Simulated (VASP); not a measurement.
# LaTiH3 (P4/mmm) in VASP: notebook

LaTiH3 is run at these levels: PBE; tasks: single point, relaxation of cell and atoms.

Everything below comes from runs of VASP 6.6.1. Logs are shortened: lines on timing, memory, paths and dates and some standing lists are left out, and cuts for length are marked.

### Step 1. The cell of the first run

Symmetry: P4/mmm, No. 123, tetragonal system. The conventional cell has a = 4.322 Å, b = 4.322 Å, c = 3.848 Å, α = 90.00°, β = 90.00°, γ = 90.00°. La (site symmetry 4/mmm) has 2 H at 1.92 Å within 2.6 Å. Ti (site symmetry 4/mmm) has 16 H at 2.89 to 3.61 Å and 4 La at 3.06 Å within 3.8 Å. H (site symmetry mmm) has 2 H at 2.16 Å and 4 La at 2.89 Å and 4 Ti at 2.89 Å within 2.9 Å. H (site symmetry 4/mmm) has 2 La at 1.92 Å and 4 H at 2.16 Å within 2.6 Å.

### Step 2. Single point, PBE

Contents of INCAR:

```
SYSTEM = LaTiH3
ALGO = Normal
EDIFF = 1E-6
ENCUT = 520
GGA = PE
ISIF = 2
ISMEAR = 0
LASPH = .True.
LCHARG = .False.
LREAL = .False.
LWAVE = .False.
NBANDS = 21
NELM = 100
PREC = Accurate
SIGMA = 0.1
```

Contents of KPOINTS:

```
k-points
0
Gamma
  10 10 10
  0 0 0
```

Contents of POSCAR:

```
LaTiH3
1.0
    4.3220714381      0.0000000000      0.0000000000
    0.0000000000      4.3220714381      0.0000000000
    0.0000000000      0.0000000000      3.8478287674
La Ti H
1 1 3
Direct
    0.0000000000      0.0000000000      0.0000000000
    0.5000000000      0.5000000000      0.0000000000
    0.0000000000      0.5000000000      0.5000000000
    0.5000000000      0.0000000000      0.5000000000
    0.0000000000      0.0000000000      0.5000000000
```

Potentials or basis: VASP PAW PBE potentials, release 64 (La, Ti_sv, H).

Launch:

```
> cat potpaw_PBE.64/La/POTCAR potpaw_PBE.64/Ti_sv/POTCAR potpaw_PBE.64/H/POTCAR > POTCAR
> mpirun -np 1 vasp_std > vasp.out
```

OUTCAR:

```text
SYSTEM = LaTiH3
   EDIFF = 1E-6
   ENCUT = 520
   GGA = PE
   ISIF = 2
   ISMEAR = 0
   LASPH = .True.
   LREAL = .False.
   NELM = 100
   PREC = Accurate

 ion  position               nearest neighbor table
   1  0.000  0.000  0.000-   5 1.92   5 1.92   2 3.06   2 3.06   2 3.06   2 3.06
   2  0.500  0.500  0.000-   1 3.06   1 3.06   1 3.06   1 3.06
   3  0.000  0.500  0.500-
   4  0.500  0.000  0.500-
   5  0.000  0.000  0.500-   1 1.92   1 1.92

  LATTYP: Found a simple tetragonal cell.
 ALAT       =     4.3220714381
 C/A-ratio  =     0.8902742175

  Lattice vectors:

 A1 = (   4.3220714381,   0.0000000000,   0.0000000000)
 A2 = (   0.0000000000,   4.3220714381,   0.0000000000)
 A3 = (   0.0000000000,   0.0000000000,   3.8478287674)

Analysis of symmetry for initial positions (statically):
=====================================================================
 Subroutine PRICEL returns:
 Original cell was already a primitive cell.

 Routine SETGRP: Setting up the symmetry group for a
 simple tetragonal supercell.

 Subroutine GETGRP returns: Found 16 space group operations
 (whereof 16 operations were pure point group operations)
 out of a pool of 16 trial point group operations.

The static configuration has the point symmetry D_4h.

Analysis of symmetry for dynamics (positions and initial velocities):
=====================================================================
 Subroutine PRICEL returns:
 Original cell was already a primitive cell.

 Routine SETGRP: Setting up the symmetry group for a
 simple tetragonal supercell.

 Subroutine GETGRP returns: Found 16 space group operations
 (whereof 16 operations were pure point group operations)
 out of a pool of 16 trial point group operations.

The dynamic configuration has the point symmetry D_4h.

 Subroutine INISYM returns: Found 16 space group operations
 (whereof 16 operations are pure point group operations),
 and found     1 'primitive' translations

----------------------------------------------------------------------------------------

                                     Primitive cell

  volume of cell :      71.8786

[... 90 lines left out ...]
   LSORBIT =      F    spin-orbit coupling
   LASPH  =      T    aspherical Exc in radial PAW
   ENCUT  =  520.0 eV  38.22 Ry    6.18 a.u.   8.04  8.04  7.15*2*pi/ulx,y,z
   NELM   =    100;   NELMIN=  2; NELMDL= -5     # of ELM steps
   EDIFF  = 0.1E-05   stopping-criterion for ELM
   LREAL  =      F    real-space projection
   EDIFFG = 0.1E-04   stopping-criterion for IOM
   NSW    =      0    number of steps for IOM
   IBRION =     -1    ionic relax: 0-MD 1-quasi-New 2-CG
   NFREE  =      0    steps in history (QN), initial steepest desc. (CG)
   ISIF   =      2    stress and relaxation
   ISYM   =      2    0-nonsym 1-usesym 2-fastsym
   POTIM  = 0.5000    time-step for ionic-motion
   TEBEG  =    0.0;   TEEND  =   0.0 temperature during run
   PSTRESS=    0.0 pullay stress
   NELECT =      26.0000    total number of electrons
   NUPDOWN=      -1.0000    fix difference up-down
   EMIN   =  10.00;   EMAX   =-10.00  energy-range for DOS
   EFERMI =   0.00;   METHOD = LEGACY
   ISMEAR =     0;   SIGMA  =   0.10  broadening in eV -4-tet -1-fermi 0-gaus
   EFERMI_NEDOS =   21; number of points for ismear=-14 and -15
   IALGO  =     38    algorithm
   IMIX   =      4    mixing-type and parameters
     AMIX     =   0.40;   BMIX     =  1.00
     AMIX_MAG =   1.60;   BMIX_MAG =  1.00
  volume/ion in A,a.u.               =      14.38        97.01
  Fermi-wavevector in a.u.,A,eV,Ry     =   1.166450  2.204271 18.512159  1.360605
  Thomas-Fermi vector in A             =   2.302963
   LORBIT       =      0    0 simple, 1 ext, 2 COOP (PROOUT), +10 PAW based schemes
   GGA     = PE    functional components
   LHFCALC =     F    Hartree Fock is set to
   AEXX    =    0.0000 exact exchange contribution
   IVDW    =     0    specifies the selected vdW correction
   LEPSILON=     F    determine dielectric tensor
   LRPA    =     F    only Hartree local field effects (RPA)
 non-spin polarized calculation
 Gauss-broadening in eV      SIGMA  =   0.10
  energy-cutoff  :      520.00
  volume of cell :       71.88
 maximum number of plane-waves:      1976
   NGX = 17   NGY = 17   NGZ = 15

 number of electron      26.0000007 magnetization

 Free energy of the ion-electron system (eV)
  ---------------------------------------------------
  ext. energy  EPLUGINS =         0.00000000
  ---------------------------------------------------
  free energy    TOTEN  =       -19.23036919 eV

  energy without entropy =      -19.19539985  energy(sigma->0) =      -19.21288452

 E-fermi :   5.7078     XC(G=0):  -9.6567

 val. band max:        5.7030628102   @ k =   0.5000   0.1000   0.5000
 cond. band min:       5.7127636806   @ k =   0.2000   0.1000   0.4000
 fundamental gap:      0.0097008704
 Fermi energy:         5.7078231359

 k-point     1 :       0.0000    0.0000    0.0000
  band No.  band energies     occupation
      1     -51.6354      2.00000
      2     -28.0335      2.00000
      3     -27.8622      2.00000
      4     -27.8622      2.00000
      5     -25.9890      2.00000
      6      -9.8310      2.00000
[... 565 lines left out ...]
     20       8.7738      0.00000
     21       8.9721      0.00000

 [... further k-points ...]

------------------------ aborting loop because EDIFF is reached ----------------------------------------

  FORCE on cell =-STRESS in cart. coord.  units (eV):
  Direction    XX          YY          ZZ          XY          YZ          ZX
  --------------------------------------------------------------------------------------
  -------------------------------------------------------------------------------------
  Total       -0.0086567     -0.0086567     -0.0170705      0.0000000     -0.0000000      0.0000000
  in kB       -0.1929572     -0.1929572     -0.3805032      0.0000000     -0.0000000      0.0000000
  external PRESSURE =      -0.2554725 kB  Pullay stress =       0.0000000 kB

 VOLUME and BASIS-vectors are now :
 -----------------------------------------------------------------------------
  energy-cutoff  :      520.00
  volume of cell :       71.88
      direct lattice vectors                 reciprocal lattice vectors
     4.322071438  0.000000000  0.000000000     0.231370539  0.000000000  0.000000000
     0.000000000  4.322071438  0.000000000     0.000000000  0.231370539  0.000000000
     0.000000000  0.000000000  3.847828767     0.000000000  0.000000000  0.259886825

 POSITION                                       TOTAL-FORCE (eV/Angst)
 -----------------------------------------------------------------------------------
      0.00000      0.00000      0.00000         0.000000      0.000000      0.000000
      2.16104      2.16104      0.00000         0.000000      0.000000      0.000000
      0.00000      2.16104      1.92391         0.000000      0.000000      0.000000
      2.16104      0.00000      1.92391         0.000000      0.000000      0.000000
      0.00000      0.00000      1.92391         0.000000      0.000000      0.000000
 -----------------------------------------------------------------------------------
    total drift:                                0.000000     -0.000000     -0.000000

  FREE ENERGIE OF THE ION-ELECTRON SYSTEM (eV)
  ---------------------------------------------------
  free  energy   TOTEN  =       -19.2303691910 eV

  energy  without entropy=      -19.1953998479  energy(sigma->0) =      -19.21288452
```

OSZICAR:

```text
N       E                     dE             d eps       ncg     rms          rms(c)
DAV:   1     0.252037009788E+03    0.25204E+03   -0.11216E+04  5420   0.165E+03
DAV:   2     0.156830602208E+02   -0.23635E+03   -0.22490E+03  6070   0.338E+02
DAV:   3    -0.203068807392E+02   -0.35990E+02   -0.34128E+02  8335   0.137E+02
DAV:   4    -0.245556907423E+02   -0.42488E+01   -0.40618E+01  9383   0.354E+01
DAV:   5    -0.249665080692E+02   -0.41082E+00   -0.40767E+00  9154   0.985E+00    0.126E+01
DAV:   6    -0.232860929931E+02    0.16804E+01   -0.11164E+02  8713   0.475E+01    0.166E+01
DAV:   7    -0.197546707180E+02    0.35314E+01   -0.55537E+01  8481   0.390E+01    0.533E+00
DAV:   8    -0.192855844960E+02    0.46909E+00   -0.20197E+00  9201   0.110E+01    0.251E+00
DAV:   9    -0.193212776231E+02   -0.35693E-01   -0.17166E+00  8666   0.569E+00    0.262E+00
DAV:  10    -0.192222767247E+02    0.99001E-01   -0.59247E-01  9267   0.334E+00    0.806E-01
DAV:  11    -0.192442425565E+02   -0.21966E-01   -0.10035E-01  8168   0.158E+00    0.104E+00
DAV:  12    -0.192310305288E+02    0.13212E-01   -0.92387E-02 10113   0.133E+00    0.196E-01
DAV:  13    -0.192306177281E+02    0.41280E-03   -0.22120E-03  8594   0.296E-01    0.135E-01
DAV:  14    -0.192303684879E+02    0.24924E-03   -0.12052E-03  9867   0.185E-01    0.413E-02
DAV:  15    -0.192303707645E+02   -0.22765E-05   -0.11074E-04  7625   0.684E-02    0.123E-02
DAV:  16    -0.192303695789E+02    0.11856E-05   -0.17920E-05  9446   0.371E-02    0.560E-03
DAV:  17    -0.192303691910E+02    0.38786E-06   -0.62908E-07  4522   0.646E-03
   1 F= -.19230369E+02 E0= -.19212885E+02  d E =-.349693E-01
```

It took 2.9 min on 1 thread of Intel Xeon Platinum 8259CL at 2.50GHz (Skylake/Cascade Lake), shared host; peak memory 0.37 GiB.

What came out:

| Item | Value |
| --- | --- |
| Free energy | -19.2304 eV |
| Pressure | 0.0 GPa |
| Band gap on the k mesh | zero (band 13 reaches 6.31 eV, above the bottom of band 14 at 5.31 eV) |

Levels at points of the mesh, in eV from the Fermi level:
| k point | band 10 | band 11 | band 12 | band 13 | band 14 | band 15 | band 16 | band 17 |
| --- | --- | --- | --- | --- | --- | --- | --- | --- |
| (0.00, 0.00, 0.00) | -3.66 | -3.66 | -0.87 | -0.17 | 0.70 | 0.70 | 1.40 | 2.86 |
| (0.50, 0.00, 0.00) | -3.82 | -2.91 | -0.13 | 0.60 | 0.62 | 0.67 | 0.80 | 1.18 |
| (0.50, 0.50, 0.00) | -2.94 | -2.94 | -2.13 | -0.22 | -0.21 | 0.17 | 0.17 | 0.91 |
| (0.00, 0.00, 0.50) | -2.23 | -1.68 | -1.68 | -0.74 | -0.39 | -0.39 | 0.34 | 1.61 |
| (0.50, 0.00, 0.50) | -3.26 | -0.18 | 0.01 | 0.05 | 0.16 | 0.67 | 0.77 | 1.87 |
| (0.50, 0.50, 0.50) | -4.18 | -1.02 | -0.14 | -0.09 | 0.97 | 1.13 | 1.69 | 1.69 |

Caveat: spin-orbit coupling is left out, which moves the levels of the heavy elements.

### Step 3. Single point, PBE

Contents of INCAR:

```
SYSTEM = LaTiH3
PREC = Accurate
ENCUT = 520
EDIFF = 1E-6
ISMEAR = 0
SIGMA = 0.1
LREAL = .FALSE.
LASPH = .TRUE.
NELM = 100
ALGO = Normal
ISIF = 2
LWAVE = .FALSE.
LCHARG = .FALSE.
GGA = PE
NBANDS = 21
```

Contents of KPOINTS:

```
regular mesh
0
G
  10 10 10
  0 0 0
```

POSCAR is that of step 2.

Potentials or basis: VASP PAW PBE potentials, release 64 (La, Ti_sv, H).

Launch:

```
> cat potpaw_PBE.64/La/POTCAR potpaw_PBE.64/Ti_sv/POTCAR potpaw_PBE.64/H/POTCAR > POTCAR
> mpirun -np 1 vasp_std > vasp.out
```

Wall time 2.8 min (1 thread of Intel Xeon Platinum 8259CL at 2.50GHz (Skylake/Cascade Lake), shared host); peak memory 0.37 GiB.

Results (log left out):

| Quantity | Value |
| --- | --- |
| Free energy | -19.2304 eV |
| Pressure | 0.0 GPa |
| Band gap on the k mesh | zero (band 13 reaches 6.31 eV, above the bottom of band 14 at 5.31 eV) |

Levels at points of the mesh, in eV from the Fermi level:
| k point | band 9 | band 10 | band 11 | band 12 | band 13 | band 14 | band 15 | band 16 | band 17 | band 18 |
| --- | --- | --- | --- | --- | --- | --- | --- | --- | --- | --- |
| (0.00, 0.00, 0.00) | -6.54 | -3.66 | -3.66 | -0.87 | -0.17 | 0.70 | 0.70 | 1.40 | 2.86 | 2.86 |
| (0.50, 0.00, 0.00) | -5.50 | -3.82 | -2.91 | -0.13 | 0.60 | 0.62 | 0.67 | 0.80 | 1.18 | 2.13 |
| (0.50, 0.50, 0.00) | -4.63 | -2.94 | -2.94 | -2.13 | -0.22 | -0.21 | 0.17 | 0.17 | 0.91 | 2.99 |
| (0.00, 0.00, 0.50) | -4.04 | -2.23 | -1.68 | -1.68 | -0.74 | -0.39 | -0.39 | 0.34 | 1.61 | 2.84 |
| (0.50, 0.00, 0.50) | -4.21 | -3.26 | -0.18 | 0.01 | 0.05 | 0.16 | 0.67 | 0.77 | 1.87 | 1.88 |
| (0.50, 0.50, 0.50) | -4.18 | -4.18 | -1.02 | -0.14 | -0.09 | 0.97 | 1.13 | 1.69 | 1.69 | 1.83 |

Caveat: spin-orbit coupling is left out, which moves the levels of the heavy elements.

### Step 4. Relaxation of cell and atoms, PBE

This run uses another cell than the first one, of 14.20 Å³/atom, 0.988 times its volume.

Contents of INCAR:

```
SYSTEM = LaTiH3
ALGO     = Normal         ! electronic algorithm
EDIFF    = 1E-7           ! SCF threshold, eV
EDIFFG   = -0.01          ! ionic threshold
ENCUT    = 600            ! plane-wave cutoff, eV
GGA      = PE             ! functional
IBRION   = 2              ! ionic algorithm
ISIF     = 3              ! what is computed and relaxed
ISMEAR   = 0              ! smearing method
LASPH    = .True.         ! aspherical terms in the spheres
LCHARG   = .False.        ! write CHGCAR
LREAL    = .False.        ! projectors in reciprocal space
LWAVE    = .False.        ! write WAVECAR
NELM     = 100            ! most SCF steps
NSW      = 100            ! ionic steps
PREC     = Accurate       ! precision mode
SIGMA    = 0.1            ! smearing width, eV
```

Contents of KPOINTS:

```
k-points
0
Gamma
  10 10 10
  0 0 0
```

POSCAR: that of step 3 with these lines changed.

```diff
@@ -2,5 +2,5 @@
 1.0
-    4.3220714381      0.0000000000      0.0000000000
-    0.0000000000      4.3220714381      0.0000000000
-    0.0000000000      0.0000000000      3.8478287674
+    4.2946853146      0.0000000000      0.0000000000
+    0.0000000000      4.2946853146      0.0000000000
+    0.0000000000      0.0000000000      3.8485427652
 La Ti H
```

Launch:

```
> cat potpaw_PBE.64/La/POTCAR potpaw_PBE.64/Ti_sv/POTCAR potpaw_PBE.64/H/POTCAR > POTCAR
> mpirun -np 1 vasp_std > vasp.out
```

Wall time 12 min (1 thread of Intel Xeon Platinum 8259CL at 2.50GHz (Skylake/Cascade Lake), shared host); peak memory 0.4 GiB.

Results (log left out):

```yaml
Free_energy: -19.2316 eV
Relaxed_volume: 14.37 Å³/atom
Relaxed_cell: a = 4.322 Å, b = 4.322 Å, c = 3.847 Å, α = 90.00°, β = 90.00°, γ = 90.00°
Space_group_after_relaxing_to_0.05_Å: P4/mmm (No. 123)
Energy_gained_by_relaxing: 0.4 meV/atom
Ionic_steps: 6
Pressure_after_relaxing: 0.0 GPa
Band_gap_on_the_k_mesh: zero (band 13 reaches 6.31 eV, above the bottom of band 14 at 5.31 eV)
```

Step by step:
```csv
step,energy change (eV),largest force (eV/Å),pressure (GPa),volume (Å³)
1,0.0000,0.0000,0.41,70.98
2,-0.0014,0.0000,0.25,71.35
3,-0.0019,0.0000,0.05,71.84
4,-0.0019,0.0000,0.06,71.80
5,-0.0019,0.0000,0.07,71.78
6,-0.0020,0.0000,0.01,71.87
```

Final structure:
```
La Ti H
1.0
     4.32230    0.00000    0.00000
     0.00000    4.32230    0.00000
     0.00000    0.00000    3.84699
La Ti H
1 1 3
Direct
  0.00000 0.00000 0.00000
  0.50000 0.50000 0.00000
  0.00000 0.50000 0.50000
  0.50000 0.00000 0.50000
  0.00000 0.00000 0.50000
```

Levels at points of the mesh, in eV from the Fermi level:
```
           k point  band 11  band 12  band 13  band 14  band 15  band 16
(0.00, 0.00, 0.00)    -3.66    -0.87    -0.17     0.70     0.70     1.41
(0.50, 0.00, 0.00)    -2.91    -0.13     0.60     0.62     0.67     0.80
(0.50, 0.50, 0.00)    -2.95    -2.13    -0.22    -0.21     0.17     0.17
(0.00, 0.00, 0.50)    -1.68    -1.68    -0.74    -0.40    -0.40     0.34
(0.50, 0.00, 0.50)    -0.18     0.01     0.05     0.16     0.67     0.77
(0.50, 0.50, 0.50)    -1.02    -0.14    -0.09     0.97     1.13     1.69
```

Caveat: spin-orbit coupling is left out, which moves the levels of the heavy elements.
